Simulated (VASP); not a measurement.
# TiAl3 (Pm-3m) in VASP: notebook

TiAl3 is run at these levels: PBE, LDA; tasks: single point.

Everything below comes from runs of VASP 6.6.1. Logs are shortened: lines on timing, memory, paths and dates and some standing lists are left out, and cuts for length are marked.

### 1 The cell of the first run

It takes space group Pm-3m (No. 221, cubic). The conventional cell has a = 3.956 Å, b = 3.956 Å, c = 3.956 Å, α = 90.00°, β = 90.00°, γ = 90.00°. Ti (site symmetry m-3m) has 12 Al at 2.80 Å within 3.7 Å. Within 3.7 Å of Al (site symmetry 4/mmm) lie 4 Ti at 2.80 Å and 8 Al at 2.80 Å.

### 2 Single point, PBE

Contents of INCAR:

```
PREC = Accurate ; ENCUT = 520
EDIFF = 1E-6 ; ISMEAR = -1
SIGMA = 0.05 ; LREAL = F
LASPH = T ; NELM = 80
ALGO = Normal ; ISIF = 2
LWAVE = F ; LCHARG = F
GGA = PE ; NBANDS = 18
```

Contents of KPOINTS:

```
regular mesh
0
Gamma
  7 7 7
```

Contents of POSCAR:

```
TiAl3
1.0
    3.9556712500      0.0000000000      0.0000000000
    0.0000000000      3.9556712500      0.0000000000
    0.0000000000      0.0000000000      3.9556712500
Ti Al
1 3
Direct
    0.0000000000      0.0000000000      0.0000000000
    0.0000000000      0.5000000000      0.5000000000
    0.5000000000      0.0000000000      0.5000000000
    0.5000000000      0.5000000000      0.0000000000
```

Potentials or basis: VASP PAW PBE potentials, release 64 (Ti_sv, Al).

Started as:

```bash
cat potpaw_PBE.64/Ti_sv/POTCAR potpaw_PBE.64/Al/POTCAR > POTCAR
mpirun -np 1 vasp_std > vasp.out
```

OUTCAR:

```text
PREC = Accurate
   ENCUT = 520
   EDIFF = 1E-6
   ISMEAR = -1
   LREAL = F
   LASPH = T
   NELM = 80
   ISIF = 2
   GGA = PE

 ion  position               nearest neighbor table
   1  0.000  0.000  0.000-   2 2.80   3 2.80   4 2.80   2 2.80   3 2.80   2 2.80   4 2.80   2 2.80
                             3 2.80   4 2.80   3 2.80   4 2.80
   2  0.000  0.500  0.500-   1 2.80   3 2.80   4 2.80   1 2.80   4 2.80   1 2.80   3 2.80   1 2.80
                             3 2.80   4 2.80   4 2.80   3 2.80
   3  0.500  0.000  0.500-   1 2.80   2 2.80   4 2.80   1 2.80   4 2.80   2 2.80   4 2.80   4 2.80
                             1 2.80   2 2.80   1 2.80   2 2.80
   4  0.500  0.500  0.000-   1 2.80   2 2.80   3 2.80   2 2.80   3 2.80   1 2.80   3 2.80   3 2.80
                             1 2.80   2 2.80   2 2.80   1 2.80

  LATTYP: Found a simple cubic cell.
 ALAT       =     3.9556712500

  Lattice vectors:

 A1 = (   3.9556712500,   0.0000000000,   0.0000000000)
 A2 = (   0.0000000000,   3.9556712500,   0.0000000000)
 A3 = (   0.0000000000,   0.0000000000,   3.9556712500)

Analysis of symmetry for initial positions (statically):
=====================================================================
 Subroutine PRICEL returns:
 Original cell was already a primitive cell.

 Routine SETGRP: Setting up the symmetry group for a
 simple cubic supercell.

 Subroutine GETGRP returns: Found 48 space group operations
 (whereof 48 operations were pure point group operations)
 out of a pool of 48 trial point group operations.

The static configuration has the point symmetry O_h .

Analysis of symmetry for dynamics (positions and initial velocities):
=====================================================================
 Subroutine PRICEL returns:
 Original cell was already a primitive cell.

 Routine SETGRP: Setting up the symmetry group for a
 simple cubic supercell.

 Subroutine GETGRP returns: Found 48 space group operations
 (whereof 48 operations were pure point group operations)
 out of a pool of 48 trial point group operations.

The dynamic configuration has the point symmetry O_h .

 Subroutine INISYM returns: Found 48 space group operations
 (whereof 48 operations are pure point group operations),
 and found     1 'primitive' translations

----------------------------------------------------------------------------------------

                                     Primitive cell

  volume of cell :      61.8957

  direct lattice vectors                    reciprocal lattice vectors
     3.955671250  0.000000000  0.000000000     0.252801595  0.000000000  0.000000000
     0.000000000  3.955671250  0.000000000     0.000000000  0.252801595  0.000000000
     0.000000000  0.000000000  3.955671250     0.000000000  0.000000000  0.252801595

  length of vectors
     3.955671250  3.955671250  3.955671250     0.252801595  0.252801595  0.252801595

  position of ions in fractional coordinates (direct lattice)
     0.000000000  0.000000000  0.000000000
     0.000000000  0.500000000  0.500000000
     0.500000000  0.000000000  0.500000000
     0.500000000  0.500000000  0.000000000

  ion indices of the primitive-cell ions
   primitive index   ion index
                 1           1
                 2           2
                 3           3
                 4           4

----------------------------------------------------------------------------------------

 KPOINTS: regular mesh

Automatic generation of k-mesh.
 Grid dimensions read from file:
 generate k-points for:    7    7    7

 Generating k-lattice:

  Cartesian coordinates                     Fractional coordinates (reciprocal lattice)
     0.036114514  0.000000000  0.000000000     0.142857143  0.000000000  0.000000000
     0.000000000  0.036114514  0.000000000     0.000000000  0.142857143  0.000000000
     0.000000000  0.000000000  0.036114514     0.000000000  0.000000000  0.142857143

  Length of vectors
     0.036114514  0.036114514  0.036114514

  Shift w.r.t. Gamma in fractional coordinates (k-lattice)
     0.000000000  0.000000000  0.000000000

 Subroutine IBZKPT returns following result:
 ===========================================

 Found     20 irreducible k-points:

 Following reciprocal coordinates:
            Coordinates               Weight
  0.000000  0.000000  0.000000      1.000000
  0.142857  0.000000  0.000000      6.000000
  0.285714  0.000000  0.000000      6.000000
  0.428571  0.000000  0.000000      6.000000
  0.142857  0.142857  0.000000     12.000000
  0.285714  0.142857  0.000000     24.000000
[... 12 lines left out ...]
  0.428571  0.428571  0.285714     24.000000
  0.428571  0.428571  0.428571      8.000000
   k-points           NKPTS =     20   k-points in BZ     NKDIM =     20   number of bands    NBANDS=     18
   number of dos      NEDOS =    301   number of ions     NIONS =      4
   total plane-waves  NPLWV =  27000
   dimension x,y,z NGX =    30 NGY =   30 NGZ =   30
[... 101 lines left out ...]
      1     -47.8232      2.00000
      2     -24.1480      2.00000
      3     -24.1274      2.00000
      4     -24.1274      2.00000
      5      -0.0342      2.00000
      6       1.5150      2.00000
[... 10 lines left out ...]
     17      12.3957      0.00000
     18      14.5212      0.00000

 k-point     5 :       0.1429    0.1429    0.0000
  band No.  band energies     occupation
      1     -47.8237      2.00000
      2     -24.1325      2.00000
      3     -24.1321      2.00000
      4     -24.1283      2.00000
      5      -1.3177      2.00000
      6       4.7799      2.00000
[... 10 lines left out ...]
     17      14.0091      0.00000
     18      14.6314      0.00000

 k-point     6 :       0.2857    0.1429    0.0000
  band No.  band energies     occupation
      1     -47.8234      2.00000
      2     -24.1407      2.00000
      3     -24.1316      2.00000
      4     -24.1276      2.00000
      5      -0.7419      2.00000
      6       3.2023      2.00000
[... 10 lines left out ...]
     17      13.2742      0.00000
     18      14.6474      0.00000

 k-point     7 :       0.4286    0.1429    0.0000
  band No.  band energies     occupation
      1     -47.8231      2.00000
      2     -24.1475      2.00000
      3     -24.1310      2.00000
      4     -24.1272      2.00000
      5       0.1408      2.00000
      6       1.7008      2.00000
[... 10 lines left out ...]
     17      13.0865      0.00000
     18      14.5478      0.00000

 k-point     8 :       0.2857    0.2857    0.0000
  band No.  band energies     occupation
      1     -47.8230      2.00000
      2     -24.1401      2.00000
      3     -24.1395      2.00000
      4     -24.1270      2.00000
      5      -0.1866      2.00000
      6       3.6389      2.00000
[... 10 lines left out ...]
     17      13.8418      0.00000
     18      14.5699      0.00000
[... 145 lines left out ...]
     17      13.8488      0.00000
     18      14.8904      0.00000

 k-point    16 :       0.4286    0.4286    0.1429
  band No.  band energies     occupation
      1     -47.8224      2.00000
      2     -24.1452      2.00000
      3     -24.1451      2.00000
      4     -24.1295      2.00000
      5       1.5694      2.00000
      6       3.1563      2.00000
[... 10 lines left out ...]
     17      13.2275      0.00000
     18      14.8805      0.00000

 k-point    17 :       0.2857    0.2857    0.2857
  band No.  band energies     occupation
      1     -47.8226      2.00000
      2     -24.1391      2.00000
      3     -24.1383      2.00000
      4     -24.1383      2.00000
      5       0.5293      2.00000
      6       4.1281      2.00000
[... 10 lines left out ...]
     17      14.3470      0.00000
     18      15.2009      0.00000

 k-point    18 :       0.4286    0.2857    0.2857
  band No.  band energies     occupation
      1     -47.8223      2.00000
      2     -24.1450      2.00000
      3     -24.1381      2.00000
      4     -24.1376      2.00000
      5       1.3261      2.00000
      6       2.9022      2.00000
[... 10 lines left out ...]
     17      13.4948      0.00000
     18      15.6572      0.00000

 k-point    19 :       0.4286    0.4286    0.2857
  band No.  band energies     occupation
      1     -47.8220      2.00000
      2     -24.1442      2.00000
      3     -24.1440      2.00000
      4     -24.1371      2.00000
      5       2.0767      2.00000
      6       3.5162      2.00000
[... 10 lines left out ...]
     17      12.4596      0.00000
     18      16.6689      0.00000

 k-point    20 :       0.4286    0.4286    0.4286
  band No.  band energies     occupation
      1     -47.8218      2.00000
      2     -24.1434      2.00000
      3     -24.1432      2.00000
      4     -24.1432      2.00000
      5       2.8524      2.00000
      6       3.9495      2.00000
[... 10 lines left out ...]
     17      12.0286      0.00000
     18      19.0408      0.00000

------------------------ aborting loop because EDIFF is reached ----------------------------------------

  FORCE on cell =-STRESS in cart. coord.  units (eV):
  Direction    XX          YY          ZZ          XY          YZ          ZX
  --------------------------------------------------------------------------------------
  -------------------------------------------------------------------------------------
  Total        0.7153026      0.7153026      0.7153026     -0.0000000      0.0000000     -0.0000000
  in kB       18.5156859     18.5156859     18.5156859     -0.0000000      0.0000000     -0.0000000
  external PRESSURE =      18.5156859 kB  Pullay stress =       0.0000000 kB

 VOLUME and BASIS-vectors are now :
 -----------------------------------------------------------------------------
  energy-cutoff  :      520.00
  volume of cell :       61.90
      direct lattice vectors                 reciprocal lattice vectors
     3.955671250  0.000000000  0.000000000     0.252801595  0.000000000  0.000000000
     0.000000000  3.955671250  0.000000000     0.000000000  0.252801595  0.000000000
     0.000000000  0.000000000  3.955671250     0.000000000  0.000000000  0.252801595

 POSITION                                       TOTAL-FORCE (eV/Angst)
 -----------------------------------------------------------------------------------
      0.00000      0.00000      0.00000         0.000000      0.000000      0.000000
      0.00000      1.97784      1.97784         0.000000      0.000000      0.000000
      1.97784      0.00000      1.97784         0.000000      0.000000      0.000000
      1.97784      1.97784      0.00000         0.000000      0.000000      0.000000
 -----------------------------------------------------------------------------------
    total drift:                                0.000000     -0.000000      0.000000

  FREE ENERGIE OF THE ION-ELECTRON SYSTEM (eV)
  ---------------------------------------------------
  free  energy   TOTEN  =       -20.5542402472 eV

  energy  without entropy=      -20.5307142455  energy(sigma->0) =      -20.54247725
```

It took 13 s on 1 thread of Intel Xeon 6975P-C (Granite Rapids), shared host; peak memory 0.17 GiB.

Results:

| Property | Result |
| --- | --- |
| Free energy | -20.5542 eV |
| Pressure | 1.9 GPa |

Levels at points of the mesh, in eV from the Fermi level:
```tsv
k point	band 7	band 8	band 9	band 10	band 11	band 12	band 13	band 14
(0.00, 0.00, 0.00)	-3.17	-2.26	-2.26	-2.26	0.08	0.08	0.08	0.65
```

### 3 Single point, LDA

This run uses another cell than the first one, of 14.55 Å³/atom, 0.940 times its volume.

Contents of INCAR:

```
SYSTEM = TiAl3
ALGO = Fast
EDIFF = 1E-7
ENCUT = 520
ISIF = 2
ISMEAR = -1
LASPH = .TRUE.
LCHARG = .FALSE.
LREAL = .FALSE.
LWAVE = .FALSE.
NBANDS = 18
NELM = 100
PREC = Accurate
SIGMA = 0.05
```

Contents of KPOINTS:

```
k-points
0
G
  7 7 7
  0 0 0
```

Contents of POSCAR:

```
TiAl3
1.0
    3.8749206071      0.0000000000      0.0000000000
    0.0000000000      3.8749206071      0.0000000000
    0.0000000000      0.0000000000      3.8749206071
Ti Al
1 3
Direct
    0.0000000000      0.0000000000      0.0000000000
    0.0000000000      0.5000000000      0.5000000000
    0.5000000000      0.0000000000      0.5000000000
    0.5000000000      0.5000000000      0.0000000000
```

Potentials or basis: VASP PAW LDA potentials, release 64 (Ti_sv, Al).

Started as:

```bash
cat potpaw_LDA.64/Ti_sv/POTCAR potpaw_LDA.64/Al/POTCAR > POTCAR
mpirun -np 1 vasp_std > vasp.out
```

It took 38 s on 1 thread of Intel Xeon 6975P-C, shared host; peak memory 0.15 GiB.

The run converged. Its results:

| Property | Result |
| --- | --- |
| Free energy | -22.6923 eV |
| Pressure | 3.6 GPa |

Levels at points of the mesh, in eV from the Fermi level:
```csv
k point,band 7,band 8,band 9,band 10,band 11,band 12,band 13,band 14
"(0.00, 0.00, 0.00)",-3.32,-2.26,-2.26,-2.26,0.06,0.06,0.06,0.65
```

### 4 Single point, LDA

This run uses another cell than the first one, of 14.85 Å³/atom, 0.960 times its volume.

Contents of INCAR:

```
ALGO     = Fast           # electronic algorithm
EDIFF    = 1E-7           # SCF threshold, eV
ENCUT    = 520            # plane-wave cutoff, eV
GGA      = CA             # functional
ISIF     = 2              # what is computed and relaxed
ISMEAR   = -1             # smearing method
LASPH    = True           # aspherical terms in the spheres
LCHARG   = False          # write CHGCAR
LREAL    = False          # projectors in reciprocal space
LWAVE    = False          # write WAVECAR
NBANDS   = 18             # bands
NELM     = 80             # most SCF steps
PREC     = Accurate       # precision mode
SIGMA    = 0.05           # smearing width, eV
```

Contents of KPOINTS:

```
k-points
0
Gamma
  7 7 7
```

Contents of POSCAR:

```
TiAl3
1.0
    3.9022096795      0.0000000000      0.0000000000
    0.0000000000      3.9022096795      0.0000000000
    0.0000000000      0.0000000000      3.9022096795
Ti Al
1 3
Direct
    0.0000000000      0.0000000000      0.0000000000
    0.0000000000      0.5000000000      0.5000000000
    0.5000000000      0.0000000000      0.5000000000
    0.5000000000      0.5000000000      0.0000000000
```

Started as:

```bash
cat potpaw_LDA.64/Ti_sv/POTCAR potpaw_LDA.64/Al/POTCAR > POTCAR
mpirun -np 1 vasp_std > vasp.out
```

Wall time 38 s (1 thread of Intel Xeon 6975P-C, shared host); peak memory 0.15 GiB.

It converged, with:

```yaml
Free_energy: -22.7102 eV
Pressure: 0.9 GPa
```

Levels at points of the mesh, in eV from the Fermi level:
```tsv
k point	band 8	band 9	band 10	band 11	band 12	band 13
(0.00, 0.00, 0.00)	-2.25	-2.25	-2.25	0.07	0.07	0.07
```

### 5 Single point, LDA

This run uses another cell than the first one, of 15.16 Å³/atom, 0.980 times its volume.

Contents of INCAR:

```
SYSTEM = TiAl3
PREC = Accurate ; ENCUT = 520
EDIFF = 1E-6 ; ISMEAR = -1
SIGMA = 0.05 ; LREAL = .False.
LASPH = .True. ; NELM = 100
ALGO = Normal ; ISIF = 2
LWAVE = .False. ; LCHARG = .False.
NBANDS = 18
```

Contents of KPOINTS:

```
regular mesh
0
Gamma
  7 7 7
  0 0 0
```

Contents of POSCAR:

```
TiAl3
1.0
    3.9291223209      0.0000000000      0.0000000000
    0.0000000000      3.9291223209      0.0000000000
    0.0000000000      0.0000000000      3.9291223209
Ti Al
1 3
Direct
    0.0000000000      0.0000000000      0.0000000000
    0.0000000000      0.5000000000      0.5000000000
    0.5000000000      0.0000000000      0.5000000000
    0.5000000000      0.5000000000      0.0000000000
```

Started as:

```bash
cat potpaw_LDA.64/Ti_sv/POTCAR potpaw_LDA.64/Al/POTCAR > POTCAR
mpirun -np 1 vasp_std > vasp.out
```

Wall time 15 s (1 thread of Intel Xeon 6975P-C, shared host); peak memory 0.15 GiB.

The run converged. Its results:

| Property | Result |
| --- | --- |
| Free energy | -22.7085 eV |
| Pressure | -1.5 GPa |

Levels at points of the mesh, in eV from the Fermi level:
```
           k point  band 6  band 7  band 8  band 9  band 10  band 11  band 12  band 13  band 14  band 15
(0.00, 0.00, 0.00)   -3.23   -3.23   -2.23   -2.23    -2.23     0.07     0.07     0.07     0.68     4.08
```

### 6 Single point, LDA

Contents of INCAR:

```
PREC = Accurate
ENCUT = 520
EDIFF = 1E-7
ISMEAR = -1
SIGMA = 0.05
LREAL = False
LASPH = True
NELM = 100
ALGO = Fast
ISIF = 2
LWAVE = False
LCHARG = True
LELF = True
LVHAR = True
NBANDS = 18
```

Contents of KPOINTS:

```
regular mesh
0
Gamma
  7 7 7
```

Contents of POSCAR:

```
TiAl3
1.0
    3.9556712500      0.0000000000      0.0000000000
    0.0000000000      3.9556712500      0.0000000000
    0.0000000000      0.0000000000      3.9556712500
Ti Al
1 3
Direct
    0.0000000000      0.0000000000      0.0000000000
    0.0000000000      0.5000000000      0.5000000000
    0.5000000000      0.0000000000      0.5000000000
    0.5000000000      0.5000000000      0.0000000000
```

Potentials or basis: VASP PAW LDA potentials, release 64 (Ti_sv, Al).

Started as:

```bash
cat potpaw_LDA.64/Ti_sv/POTCAR potpaw_LDA.64/Al/POTCAR > POTCAR
mpirun -np 1 vasp_std > vasp.out
```

Run time: 50 s. Hardware: 1 thread of Intel Xeon 6975P-C, shared host; peak memory 0.16 GiB.

It converged, with:

- Free energy: -22.6893 eV
- Pressure: -3.6 GPa

Levels at points of the mesh, in eV from the Fermi level:
```csv
k point,band 6,band 7,band 8,band 9,band 10,band 11,band 12,band 13,band 14,band 15
"(0.00, 0.00, 0.00)",-3.18,-3.18,-2.21,-2.21,-2.21,0.08,0.08,0.08,0.70,3.93
```

### 7 The runs side by side

```tsv
level	potentials or basis	cell	gap on the mesh (eV)	pressure (GPa)
PBE	VASP PAW PBE potentials, release 64 (Ti_sv, Al)	a = 3.956 Å, 4 atoms	none	1.9
LDA	VASP PAW LDA potentials, release 64 (Ti_sv, Al)	a = 3.875 Å, 4 atoms	none	3.6
LDA	VASP PAW LDA potentials, release 64 (Ti_sv, Al)	a = 3.902 Å, 4 atoms	none	0.9
LDA	VASP PAW LDA potentials, release 64 (Ti_sv, Al)	a = 3.929 Å, 4 atoms	none	-1.5
LDA	VASP PAW LDA potentials, release 64 (Ti_sv, Al)	a = 3.956 Å, 4 atoms	none	-3.6
```

Alike in all rows: task single point; no spin polarisation; k mesh 7 × 7 × 7; cutoff (eV) 520; smearing fermi-dirac 0.05 eV.

Total energies depend on the potentials used, so only differences within one code and one set of settings carry meaning.
